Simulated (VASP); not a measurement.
# Au in VASP: single point with PBEsol

Aim: the single point of Au with PBEsol.

Program: VASP 6.6.1. These are calculated values, not measurements. Logs are shortened: lines on timing, memory, paths and dates and some standing lists are left out, and cuts for length are marked.

## (1) The cell of the first run

The cell holds a wire or tube with vacuum around it, 10 atoms: a = 13.200 Å, b = 13.600 Å, c = 6.664 Å, α = 90.00°, β = 90.00°, γ = 90.00°.

## (2) Single point, PBEsol

File INCAR:

```
SYSTEM = Au
PREC = Accurate
ENCUT = 520
EDIFF = 1E-7
ISMEAR = 0
SIGMA = 0.05
LREAL = .FALSE.
LASPH = .TRUE.
NELM = 80
ALGO = Normal
ISIF = 2
LWAVE = .FALSE.
LCHARG = .TRUE.
GGA = PS
LELF = .TRUE.
LVHAR = .TRUE.
NBANDS = 66
```

File KPOINTS:

```
Automatic mesh
0
G
  1 1 8
  0 0 0
```

File POSCAR:

```
Au
1.0
   13.2000000000      0.0000000000      0.0000000000
    0.0000000000     13.6000000000      0.0000000000
    0.0000000000      0.0000000000      6.6644184881
Au
10
Direct
    0.6030927254      0.5579081764      0.0000155674
    0.4437874751      0.3801900890      0.3734209262
    0.3649319791      0.5123927803      0.6265481411
    0.5858318641      0.3560630358      0.0869201040
    0.4479012986      0.5874038286      0.2865277700
    0.3969072746      0.4420918236     -0.0000155674
    0.6350680209      0.4876072197      0.3734518589
    0.5562125249      0.6198099110      0.6265790738
    0.4141681359      0.6439369642     -0.0869201040
    0.5520987014      0.4125961714      0.7134722300
```

Potentials or basis: VASP PAW PBE potentials, release 64 (Au).

Launch:

```
$ cat potpaw_PBE.64/Au/POTCAR > POTCAR
$ mpirun -np 1 vasp_std > vasp.out
```

OUTCAR:

```text
SYSTEM = Au
   PREC = Accurate
   ENCUT = 520
   EDIFF = 1E-7
   ISMEAR = 0
   LREAL = .FALSE.
   LASPH = .TRUE.
   NELM = 80
   ISIF = 2
   GGA = PS

 ion  position               nearest neighbor table
   1  0.603  0.558  0.000-   8 2.70   7 2.70   4 2.81   9 2.81   5 2.83  10 2.83   6 3.14
   2  0.444  0.380  0.373-   3 2.68   4 2.70   6 2.70  10 2.72   5 2.88   7 2.92
   3  0.365  0.512  0.627-   2 2.68   9 2.70   6 2.70   5 2.72  10 2.88   8 2.92
   4  0.586  0.356  0.087-  10 2.64   2 2.70   7 2.70   1 2.81   6 2.81
   5  0.448  0.587  0.287-   9 2.64   8 2.72   3 2.72   1 2.83   6 2.83   2 2.88   7 2.88
   6  0.397  0.442  1.000-   2 2.70   3 2.70   9 2.81   4 2.81  10 2.83   5 2.83   1 3.14
   7  0.635  0.488  0.373-   8 2.68   4 2.70   1 2.70  10 2.72   5 2.88   2 2.92
   8  0.556  0.620  0.627-   7 2.68   9 2.70   1 2.70   5 2.72  10 2.88   3 2.92
   9  0.414  0.644  0.913-   5 2.64   8 2.70   3 2.70   6 2.81   1 2.81
  10  0.552  0.413  0.713-   4 2.64   2 2.72   7 2.72   6 2.83   1 2.83   8 2.88   3 2.88

  LATTYP: Found a simple orthorhombic cell.
 ALAT       =     6.6644184881
 B/A-ratio  =     1.9806679343
 C/A-ratio  =     2.0406881747

  Lattice vectors:

 A1 = (   0.0000000000,   0.0000000000,   6.6644184881)
 A2 = (  13.2000000000,   0.0000000000,   0.0000000000)
 A3 = (   0.0000000000,  13.6000000000,   0.0000000000)

Analysis of symmetry for initial positions (statically):
=====================================================================
 Subroutine PRICEL returns:
 Original cell was already a primitive cell.

 Routine SETGRP: Setting up the symmetry group for a
 simple orthorhombic supercell.

 Subroutine GETGRP returns: Found  2 space group operations
 (whereof  2 operations were pure point group operations)
 out of a pool of  8 trial point group operations.

The static configuration has the point symmetry S_2 .

Analysis of symmetry for dynamics (positions and initial velocities):
=====================================================================
 Subroutine PRICEL returns:
 Original cell was already a primitive cell.

 Routine SETGRP: Setting up the symmetry group for a
 simple orthorhombic supercell.

 Subroutine GETGRP returns: Found  2 space group operations
 (whereof  2 operations were pure point group operations)
 out of a pool of  8 trial point group operations.

The dynamic configuration has the point symmetry S_2 .

 Subroutine INISYM returns: Found  2 space group operations
 (whereof  2 operations are pure point group operations),
 and found     1 'primitive' translations
[... 100 lines left out ...]
   TEBEG  =    0.0;   TEEND  =   0.0 temperature during run
   PSTRESS=    0.0 pullay stress
   NELECT =     110.0000    total number of electrons
   NUPDOWN=      -1.0000    fix difference up-down
   EMIN   =  10.00;   EMAX   =-10.00  energy-range for DOS
   EFERMI =   0.00;   METHOD = LEGACY
   ISMEAR =     0;   SIGMA  =   0.05  broadening in eV -4-tet -1-fermi 0-gaus
   EFERMI_NEDOS =   21; number of points for ismear=-14 and -15
   IALGO  =     38    algorithm
   IMIX   =      4    mixing-type and parameters
     AMIX     =   0.40;   BMIX     =  1.00
     AMIX_MAG =   1.60;   BMIX_MAG =  1.00
  volume/ion in A,a.u.               =     119.64       807.37
  Fermi-wavevector in a.u.,A,eV,Ry     =   0.738892  1.396303  7.428246  0.545961
  Thomas-Fermi vector in A             =   1.832923
   LORBIT       =      0    0 simple, 1 ext, 2 COOP (PROOUT), +10 PAW based schemes
   GGA     = PS    functional components
   LHFCALC =     F    Hartree Fock is set to
   AEXX    =    0.0000 exact exchange contribution
   IVDW    =     0    specifies the selected vdW correction
   LEPSILON=     F    determine dielectric tensor
   LRPA    =     F    only Hartree local field effects (RPA)
 non-spin polarized calculation
 Gauss-broadening in eV      SIGMA  =   0.05
  energy-cutoff  :      520.00
  volume of cell :     1196.40
 maximum number of plane-waves:     32299
 NGX is ok and might be reduce to    98
   NGX = 49   NGY = 51   NGZ = 25

 number of electron     110.0000001 magnetization

 Free energy of the ion-electron system (eV)
  ---------------------------------------------------
  ext. energy  EPLUGINS =         0.00000000
  ---------------------------------------------------
  free energy    TOTEN  =       -29.53437093 eV

  energy without entropy =      -29.52731856  energy(sigma->0) =      -29.53084474

 E-fermi :  -3.1397     XC(G=0):  -2.8468

 val. band max:       -3.4006404810   @ k =   0.0000   0.0000   0.3750
 cond. band min:      -3.1396831802   @ k =   0.0000   0.0000   0.2500
 fundamental gap:      0.2609573007
 Fermi energy:        -3.1396831803

 k-point     1 :       0.0000    0.0000    0.0000
  band No.  band energies     occupation
      1     -10.5006      2.00000
      2      -9.0819      2.00000
      3      -9.0542      2.00000
      4      -8.8989      2.00000
      5      -8.7349      2.00000
      6      -8.5183      2.00000
[... 334 lines left out ...]
     65       1.8385      0.00000
     66       2.2591      0.00000

------------------------ aborting loop because EDIFF is reached ----------------------------------------

  FORCE on cell =-STRESS in cart. coord.  units (eV):
  Direction    XX          YY          ZZ          XY          YZ          ZX
  --------------------------------------------------------------------------------------
  -------------------------------------------------------------------------------------
  Total       -0.1756715     -0.2052580     -0.0849669      0.0228936      0.0511791     -0.0296855
  in kB       -0.2352538     -0.2748752     -0.1137851      0.0306584      0.0685375     -0.0397539
  external PRESSURE =      -0.2079714 kB  Pullay stress =       0.0000000 kB

 VOLUME and BASIS-vectors are now :
 -----------------------------------------------------------------------------
  energy-cutoff  :      520.00
  volume of cell :     1196.40
      direct lattice vectors                 reciprocal lattice vectors
    13.200000000  0.000000000  0.000000000     0.075757576  0.000000000  0.000000000
     0.000000000 13.600000000  0.000000000     0.000000000  0.073529412  0.000000000
     0.000000000  0.000000000  6.664418488     0.000000000  0.000000000  0.150050601

 POSITION                                       TOTAL-FORCE (eV/Angst)
 -----------------------------------------------------------------------------------
      7.96082      7.58755      0.00010        -0.001351     -0.000955      0.000130
      5.85799      5.17059      2.48863        -0.000665      0.009587     -0.006046
      4.81710      6.96854      4.17558         0.007997     -0.005406      0.005866
      7.73298      4.84246      0.57927        -0.003586      0.006579     -0.007741
      5.91230      7.98869      1.90954         0.002153     -0.004020      0.000027
      5.23918      6.01245      6.66431         0.001351      0.000955     -0.000130
      8.38290      6.63146      2.48884        -0.007997      0.005406     -0.005866
      7.34201      8.42941      4.17579         0.000665     -0.009587      0.006046
      5.46702      8.75754      6.08515         0.003586     -0.006579      0.007741
      7.28770      5.61131      4.75488        -0.002153      0.004020     -0.000027
 -----------------------------------------------------------------------------------
    total drift:                                0.000000      0.000000      0.000000

  FREE ENERGIE OF THE ION-ELECTRON SYSTEM (eV)
  ---------------------------------------------------
  free  energy   TOTEN  =       -29.5343709258 eV

  energy  without entropy=      -29.5273185560  energy(sigma->0) =      -29.53084474
```

stdout:

```text
POSCAR found type information on POSCAR Au
 POSCAR found :  1 types and      10 ions
 scaLAPACK will be used
 -----------------------------------------------------------------------------
|                                                                             |
|                                                                             |
|     You enforced a specific xc type in the INCAR file but a different       |
|     I HOPE YOU KNOW WHAT YOU ARE DOING!                                     |
|                                                                             |
 -----------------------------------------------------------------------------

 LDA part: xc-table for (Slater+PW92), standard interpolation
 POSCAR, INCAR and KPOINTS ok, starting setup
 FFT: planning ... GRIDC
 FFT: planning ... GRID_SOFT
 FFT: planning ... GRID
 WAVECAR not read
 entering main loop
```

Wall time 16 min (1 thread of Intel Xeon Platinum 8488C (Sapphire Rapids), shared host); peak memory 1 GiB.

Results:

| Item | Value |
| --- | --- |
| Free energy | -29.5344 eV |
| Largest force | 0.011 eV/Å |
| Band gap on the k mesh | zero (bands 55 and 56 overlap by 0.97 eV) |

Forces on the atoms (eV/Å):
```
Au  -0.001 -0.001  0.000
Au  -0.001  0.010 -0.006
Au   0.008 -0.005  0.006
Au  -0.004  0.007 -0.008
Au   0.002 -0.004  0.000
Au   0.001  0.001  0.000
Au  -0.008  0.005 -0.006
Au   0.001 -0.010  0.006
Au   0.004 -0.007  0.008
Au  -0.002  0.004  0.000
```

Caveat: the PAW data sets were made with another functional, which shifts forces and pressure a little; spin-orbit coupling is left out, which moves the levels of the heavy elements.

The gap in the log of VASP goes by the Fermi energy; the results here count the filled bands.